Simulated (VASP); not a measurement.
# Zn2Si2N (Cmmm) in VASP: notebook

The runs below take Zn2Si2N through relaxation of cell and atoms, single point, with PBE.

All numbers are computed with VASP 6.6.1; they aren't measurements. Logs are shortened: lines on timing, memory, paths and dates and some standing lists are left out, and cuts for length are marked.

## Step 1: The cell of the first run

Symmetry: Cmmm, No. 65, orthorhombic system. Conventional cell: a = 6.200 Å, b = 6.444 Å, c = 3.372 Å, α = 90.00°, β = 90.00°, γ = 90.00°. Within 2.0 Å of Zn (site symmetry 2mm) lie 1 N at 1.50 Å. Within 3.4 Å of Si (site symmetry m2m) lie 2 N at 2.35 Å and 8 Zn at 2.79 to 2.81 Å and 6 Si at 3.10 to 3.37 Å. Within 2.0 Å of N (site symmetry mmm) lie 2 Zn at 1.50 Å.

The cell was generated, and may not be a known phase.

## Step 2: Relaxation of cell and atoms, PBE

Contents of INCAR:

```
SYSTEM = Zn2Si2N
  ALGO = Normal
  EDIFF = 1E-7
  EDIFFG = -0.04
  ENCUT = 600
  GGA = PE
  IBRION = 2
  ISIF = 3
  ISMEAR = 0
  LASPH = .TRUE.
  LCHARG = .FALSE.
  LREAL = .FALSE.
  LWAVE = .FALSE.
  NELM = 60
  NSW = 90
  PREC = Accurate
  SIGMA = 0.1
```

Contents of KPOINTS:

```
k-points
0
G
  4 4 6
  0 0 0
```

Contents of POSCAR:

```
Zn2Si2N
1.0
    3.0999773200     -3.2217621300      0.0000000000
    3.0999773200      3.2217621300      0.0000000000
    0.0000000000      0.0000000000      3.3720711300
Zn Si N
2 2 1
Direct
    0.2575284600      0.2575284600      0.0000000000
    0.7424715400      0.7424715400      0.0000000000
    0.7540840100      0.2459159900      0.5000000000
    0.2459159900      0.7540840100      0.5000000000
    0.5000000000      0.5000000000      0.0000000000
```

Potentials or basis: VASP PAW PBE potentials, release 64 (Zn, Si, N).

The run is started by

```console
$ cat potpaw_PBE.64/Zn/POTCAR potpaw_PBE.64/Si/POTCAR potpaw_PBE.64/N/POTCAR > POTCAR
$ mpirun -np 1 vasp_std > vasp.out
```

OUTCAR:

```text
SYSTEM = Zn2Si2N
   EDIFF = 1E-7
   EDIFFG = -0.04
   ENCUT = 600
   GGA = PE
   IBRION = 2
   ISIF = 3
   ISMEAR = 0
   LASPH = .TRUE.
   LREAL = .FALSE.
   NELM = 60
   NSW = 90
   PREC = Accurate

 ion  position               nearest neighbor table
   1  0.258  0.258  0.000-   5 1.50   4 2.79   3 2.79   3 2.79   4 2.79   4 2.81   4 2.81   3 2.81
                             3 2.81   2 3.01
   2  0.742  0.742  0.000-   5 1.50   4 2.79   3 2.79   3 2.79   4 2.79   4 2.81   3 2.81   3 2.81
                             4 2.81   1 3.01
   3  0.754  0.246  0.500-   5 2.35   5 2.35   1 2.79   1 2.79   2 2.79   2 2.79   1 2.81   1 2.81
                             2 2.81   2 2.81   4 3.10   4 3.10
   4  0.246  0.754  0.500-   5 2.35   5 2.35   1 2.79   1 2.79   2 2.79   2 2.79   1 2.81   1 2.81
                             2 2.81   2 2.81   3 3.10   3 3.10
   5  0.500  0.500  0.000-   1 1.50   2 1.50   3 2.35   4 2.35   3 2.35   4 2.35

  LATTYP: Found a base centered orthorhombic cell.
 ALAT       =     6.1999546400
 B/A-ratio  =     1.0392857100
 C/A-ratio  =     0.5438864195

  Lattice vectors:

 A1 = (   3.0999773200,  -3.2217621300,   0.0000000000)
 A2 = (   3.0999773200,   3.2217621300,   0.0000000000)
 A3 = (   0.0000000000,   0.0000000000,   3.3720711300)

Analysis of symmetry for initial positions (statically):
=====================================================================
 Subroutine PRICEL returns:
 Original cell was already a primitive cell.

 Routine SETGRP: Setting up the symmetry group for a
 base centered orthorhombic supercell.

 Subroutine GETGRP returns: Found  8 space group operations
 (whereof  8 operations were pure point group operations)
 out of a pool of  8 trial point group operations.

The static configuration has the point symmetry D_2h.

Analysis of symmetry for dynamics (positions and initial velocities):
=====================================================================
 Subroutine PRICEL returns:
 Original cell was already a primitive cell.

 Routine SETGRP: Setting up the symmetry group for a
 base centered orthorhombic supercell.

 Subroutine GETGRP returns: Found  8 space group operations
 (whereof  8 operations were pure point group operations)
 out of a pool of  8 trial point group operations.

The dynamic configuration has the point symmetry D_2h.

 Subroutine INISYM returns: Found  8 space group operations
 (whereof  8 operations are pure point group operations),
 and found     1 'primitive' translations

----------------------------------------------------------------------------------------

                                     Primitive cell

  volume of cell :      67.3564

  direct lattice vectors                    reciprocal lattice vectors
     3.099977320 -3.221762130  0.000000000     0.161291503 -0.155194574  0.000000000
     3.099977320  3.221762130  0.000000000     0.161291503  0.155194574  0.000000000
     0.000000000  0.000000000  3.372071130     0.000000000  0.000000000  0.296553650

  length of vectors
     4.470974235  4.470974235  3.372071130     0.223830973  0.223830973  0.296553650

  position of ions in fractional coordinates (direct lattice)
     0.257528460  0.257528460  0.000000000
     0.742471540  0.742471540  0.000000000
     0.754084010  0.245915990  0.500000000
     0.245915990  0.754084010  0.500000000
     0.500000000  0.500000000  0.000000000

  ion indices of the primitive-cell ions
   primitive index   ion index
                 1           1
                 2           2
                 3           3
                 4           4
                 5           5

----------------------------------------------------------------------------------------

 KPOINTS: k-points

Automatic generation of k-mesh.
 Grid dimensions read from file:
 generate k-points for:    4    4    6

 Generating k-lattice:

  Cartesian coordinates                     Fractional coordinates (reciprocal lattice)
     0.040322876 -0.038798643  0.000000000     0.250000000  0.000000000  0.000000000
     0.040322876  0.038798643  0.000000000     0.000000000  0.250000000  0.000000000
     0.000000000  0.000000000  0.049425608     0.000000000  0.000000000  0.166666667

  Length of vectors
     0.055957743  0.055957743  0.049425608

  Shift w.r.t. Gamma in fractional coordinates (k-lattice)
     0.000000000  0.000000000  0.000000000

 Subroutine IBZKPT returns following result:
 ===========================================

 Found     28 irreducible k-points:

 Following reciprocal coordinates:
            Coordinates               Weight
  0.000000  0.000000  0.000000      1.000000
  0.250000  0.000000  0.000000      4.000000
  0.500000  0.000000  0.000000      2.000000
  0.250000  0.250000  0.000000      2.000000
  0.500000  0.250000  0.000000      4.000000
 -0.250000  0.250000  0.000000      2.000000
[... 16 lines left out ...]
  0.250000  0.000000  0.500000      4.000000
  0.500000  0.000000  0.500000      2.000000
 [... further k-points ...]
   k-points           NKPTS =     28   k-points in BZ     NKDIM =     28   number of bands    NBANDS=     22
   number of dos      NEDOS =    301   number of ions     NIONS =      5
   total plane-waves  NPLWV =  36288
   dimension x,y,z NGX =    36 NGY =   36 NGZ =   28
   dimension x,y,z NGXF=    72 NGYF=   72 NGZF=   56
   ions per type =               2   2   1
   NGX,Y,Z   is equivalent  to a cutoff of  13.39, 13.39, 13.80 a.u.
   NGXF,Y,Z  is equivalent  to a cutoff of  26.77, 26.77, 27.61 a.u.
 SYSTEM =  Zn2Si2N
   PREC   = accura    normal or accurate (medium, high low for compatibility)
   ISTART =      0    job   : 0-new  1-cont  2-samecut
   ICHARG =      2    charge: 1-file 2-atom 10-const
   ISPIN  =      1    spin polarized calculation?
   LNONCOLLINEAR =      F non collinear calculations
   LSORBIT =      F    spin-orbit coupling
   LASPH  =      T    aspherical Exc in radial PAW
   ENCUT  =  600.0 eV  44.10 Ry    6.64 a.u.   8.93  8.93  6.73*2*pi/ulx,y,z
   NELM   =     60;   NELMIN=  2; NELMDL= -5     # of ELM steps
   EDIFF  = 0.1E-06   stopping-criterion for ELM
   LREAL  =      F    real-space projection
   EDIFFG = -.4E-01   stopping-criterion for IOM
   NSW    =     90    number of steps for IOM
   IBRION =      2    ionic relax: 0-MD 1-quasi-New 2-CG
   NFREE  =      1    steps in history (QN), initial steepest desc. (CG)
   ISIF   =      3    stress and relaxation
   ISYM   =      2    0-nonsym 1-usesym 2-fastsym
   POTIM  = 0.5000    time-step for ionic-motion
   TEBEG  =    0.0;   TEEND  =   0.0 temperature during run
   PSTRESS=    0.0 pullay stress
   NELECT =      37.0000    total number of electrons
   NUPDOWN=      -1.0000    fix difference up-down
   EMIN   =  10.00;   EMAX   =-10.00  energy-range for DOS
   EFERMI =   0.00;   METHOD = LEGACY
   ISMEAR =     0;   SIGMA  =   0.10  broadening in eV -4-tet -1-fermi 0-gaus
   EFERMI_NEDOS =   21; number of points for ismear=-14 and -15
   IALGO  =     38    algorithm
   IMIX   =      4    mixing-type and parameters
     AMIX     =   0.40;   BMIX     =  1.00
     AMIX_MAG =   1.60;   BMIX_MAG =  1.00
  volume/ion in A,a.u.               =      13.47        90.91
  Fermi-wavevector in a.u.,A,eV,Ry     =   1.340754  2.533658 24.458130  1.797622
  Thomas-Fermi vector in A             =   2.469042
   LORBIT       =      0    0 simple, 1 ext, 2 COOP (PROOUT), +10 PAW based schemes
   GGA     = PE    functional components
   LHFCALC =     F    Hartree Fock is set to
   AEXX    =    0.0000 exact exchange contribution
   IVDW    =     0    specifies the selected vdW correction
   LEPSILON=     F    determine dielectric tensor
   LRPA    =     F    only Hartree local field effects (RPA)
 conjugate gradient relaxation of ions
 non-spin polarized calculation
 Gauss-broadening in eV      SIGMA  =   0.10
  energy-cutoff  :      600.00
  volume of cell :       67.36
 maximum number of plane-waves:      2272
   NGX = 17   NGY = 17   NGZ = 13

--------------------------------------- Ionic step        1  -------------------------------------------

 number of electron      36.9999967 magnetization

 Free energy of the ion-electron system (eV)
  ---------------------------------------------------
  ext. energy  EPLUGINS =         0.00000000
  ---------------------------------------------------
  free energy    TOTEN  =       -12.95910052 eV

  energy without entropy =      -12.95141195  energy(sigma->0) =      -12.95525624

------------------------ aborting loop because EDIFF is reached ----------------------------------------

  FORCE on cell =-STRESS in cart. coord.  units (eV):
  Direction    XX          YY          ZZ          XY          YZ          ZX
  --------------------------------------------------------------------------------------
  -------------------------------------------------------------------------------------
  Total       49.0806610      4.3404113      0.7616247     -0.0000000      0.0000000      0.0000000
  in kB     1167.4607116    103.2435093     18.1164422     -0.0000000      0.0000000      0.0000000
  external PRESSURE =     429.6068877 kB  Pullay stress =       0.0000000 kB
[... 98 lines left out ...]
  FREE ENERGIE OF THE ION-ELECTRON SYSTEM (eV)
  ---------------------------------------------------
  free  energy   TOTEN  =       -15.6465766092 eV

  energy  without entropy=      -15.6437413188  energy(sigma->0) =      -15.64515896

 E-fermi :   2.9417     XC(G=0):  -9.5177

 val. band max:        2.8618741245   @ k =   0.5000   0.5000   0.1667
 cond. band min:       3.0405408852   @ k =   0.5000   0.2500   0.0000
 fundamental gap:      0.1786667607
 Fermi energy:         2.9417037566

 k-point     1 :       0.0000    0.0000    0.0000
  band No.  band energies     occupation
      1     -10.5644      2.00000
      2      -6.8223      2.00000
      3      -5.5758      2.00000
      4      -4.8823      2.00000
      5      -4.6600      2.00000
      6      -4.5006      2.00000
[... 574 lines left out ...]
      6      -4.5104      2.00000
[... 14 lines left out ...]
     21       2.6829      1.99975
     22       3.5779      0.00000

 [... further k-points ...]

 E-fermi :   4.3386     XC(G=0): -10.4425

 val. band max:        4.3132726895   @ k =   0.2500   0.2500   0.3333
 cond. band min:       4.3673141071   @ k =   0.5000   0.2500   0.0000
 fundamental gap:      0.0540414177
 Fermi energy:         4.3385697950

 k-point     1 :       0.0000    0.0000    0.0000
  band No.  band energies     occupation
      1     -10.0071      2.00000
      2      -5.1373      2.00000
      3      -4.0554      2.00000
      4      -3.0166      2.00000
      5      -2.9309      2.00000
      6      -2.8767      2.00000
[... 574 lines left out ...]
      6      -2.9493      2.00000
[... 14 lines left out ...]
     21       4.7623      0.00000
     22       4.7726      0.00000

 [... further k-points ...]

[... ionic steps 4 to 40 ...]

--------------------------------------- Ionic step       41  -------------------------------------------

 number of electron      36.9999966 magnetization

------------------------ aborting loop because EDIFF is reached ----------------------------------------

  FORCE on cell =-STRESS in cart. coord.  units (eV):
  Direction    XX          YY          ZZ          XY          YZ          ZX
  --------------------------------------------------------------------------------------
  -------------------------------------------------------------------------------------
  Total       -0.1096822      0.0051919     -0.1666867      0.0000000      0.0000000      0.0000000
  in kB       -2.5140710      0.1190048     -3.8206969      0.0000000      0.0000000      0.0000000
  external PRESSURE =      -2.0719210 kB  Pullay stress =       0.0000000 kB
[... 63 lines left out ...]
  energy  without entropy=      -19.5511454972  energy(sigma->0) =      -19.55292031

--------------------------------------- Ionic step       43  -------------------------------------------

 number of electron      36.9999967 magnetization

 Free energy of the ion-electron system (eV)
  ---------------------------------------------------
  ext. energy  EPLUGINS =         0.00000000
  ---------------------------------------------------
  free energy    TOTEN  =       -19.55501612 eV

  energy without entropy =      -19.55121095  energy(sigma->0) =      -19.55311353

 E-fermi :   6.0975     XC(G=0): -11.1154

 val. band max:        6.0063958171   @ k =   0.5000   0.2500   0.0000
 cond. band min:       6.1195763715   @ k =   0.0000   0.0000   0.3333
 fundamental gap:      0.1131805544
 Fermi energy:         6.0975195674

 k-point     1 :       0.0000    0.0000    0.0000
  band No.  band energies     occupation
      1     -12.2280      2.00000
      2      -4.8999      2.00000
      3      -4.0010      2.00000
      4      -1.8197      2.00000
      5      -1.7594      2.00000
      6      -1.5636      2.00000
[... 574 lines left out ...]
      6      -1.5949      2.00000
[... 14 lines left out ...]
     21       6.6685      0.00000
     22       7.4966      0.00000

 [... further k-points ...]

------------------------ aborting loop because EDIFF is reached ----------------------------------------

  FORCE on cell =-STRESS in cart. coord.  units (eV):
  Direction    XX          YY          ZZ          XY          YZ          ZX
  --------------------------------------------------------------------------------------
  -------------------------------------------------------------------------------------
  Total       -0.0812503     -0.1009945      0.0786387      0.0000000      0.0000000      0.0000000
  in kB       -1.8666454     -2.3202506      1.8066480      0.0000000      0.0000000      0.0000000
  external PRESSURE =      -0.7934160 kB  Pullay stress =       0.0000000 kB
[... 20 lines left out ...]
  FREE ENERGIE OF THE ION-ELECTRON SYSTEM (eV)
  ---------------------------------------------------
  free  energy   TOTEN  =       -19.5550161151 eV

  energy  without entropy=      -19.5512109490  energy(sigma->0) =      -19.55311353

 reached required accuracy - stopping structural energy minimisation
```

Run time: 30 min. Hardware: 1 thread of Intel Xeon 8259CL, shared host; peak memory 0.23 GiB.

Results:

* Free energy: -19.5550 eV
* Relaxed volume: 13.95 Å³/atom
* Relaxed cell: a = 5.255 Å, b = 5.255 Å, c = 2.661 Å, α = 90.00°, β = 90.00°, γ = 71.64°
* Space group after relaxing (to 0.1 Å): Cmmm (No. 65)
* Energy gained by relaxing: 1319.2 meV/atom
* Ionic steps: 43
* Pressure after relaxing: -0.1 GPa
* Largest force after relaxing: 0.013 eV/Å
* Band gap on the k mesh: zero (an odd number of electrons rules out a gap without spin polarisation)

Forces on the atoms (eV/Å):
```
Zn  -0.013  0.000  0.000
Zn   0.013  0.000  0.000
Si   0.000 -0.009  0.000
Si   0.000  0.009  0.000
N    0.000  0.000  0.000
```

Step by step:
| step | energy change (eV) | largest force (eV/Å) | pressure (GPa) | volume (Å³) |
| --- | --- | --- | --- | --- |
| 1 | 0.0000 | 17.2068 | 42.96 | 67.36 |
| 3 | -2.6875 | 2.2586 | -9.39 | 100.72 |
| 5 | -4.8627 | 1.3667 | -11.40 | 82.26 |
| 7 | -5.4970 | 0.5058 | -3.96 | 73.71 |
| 9 | -5.7276 | 0.6651 | -1.43 | 70.39 |
| 11 | -5.9605 | 0.5238 | 12.65 | 60.32 |
| 13 | -6.0751 | 0.1461 | 16.69 | 58.49 |
| 15 | -6.4096 | 0.1827 | 5.15 | 63.07 |
| 17 | -6.4623 | 0.2395 | -0.57 | 66.47 |
| 19 | -6.4716 | 0.1875 | -0.15 | 66.26 |
| 21 | -6.4867 | 0.1370 | -0.47 | 67.05 |
| 23 | -6.4916 | 0.1220 | -0.38 | 66.70 |
| 25 | -6.4963 | 0.1011 | -0.18 | 66.64 |
| 27 | -6.5197 | 0.1468 | 2.11 | 65.61 |
| 29 | -6.5199 | 0.1629 | 2.41 | 65.52 |
| 31 | -6.5256 | 0.1881 | 2.64 | 65.62 |
| 33 | -6.5275 | 0.0960 | 4.13 | 66.01 |
| 35 | -6.5419 | 0.1420 | 2.82 | 66.29 |
| 37 | -6.5894 | 0.1128 | -1.06 | 70.13 |
| 39 | -6.5923 | 0.1146 | -0.62 | 69.86 |
| 41 | -6.5943 | 0.1649 | -0.21 | 69.90 |
| 43 | -6.5959 | 0.0128 | -0.08 | 69.74 |

Final structure:
```yaml
crystal:
  lattice:
    - [4.26077, -3.07549, 0.00000]
    - [4.26077, 3.07549, 0.00000]
    - [0.00000, 0.00000, 2.66098]
  atoms:
    - { symbol: Zn, position: [0.18087, 0.18087, 0.00000] }
    - { symbol: Zn, position: [0.81913, 0.81913, 0.00000] }
    - { symbol: Si, position: [0.72696, 0.27304, 0.50000] }
    - { symbol: Si, position: [0.27304, 0.72696, 0.50000] }
    - { symbol: N, position: [0.50000, 0.50000, 0.00000] }
```

Caveat: a cell axis changed by over 15 % at a fixed basis, so the end point is rough; an odd number of electrons without spin polarisation forces a metal; a magnetic or distorted state may lie lower.

(Continued in part 2 of 2.)

The gap in the log of VASP goes by the Fermi energy; the results here count the filled bands.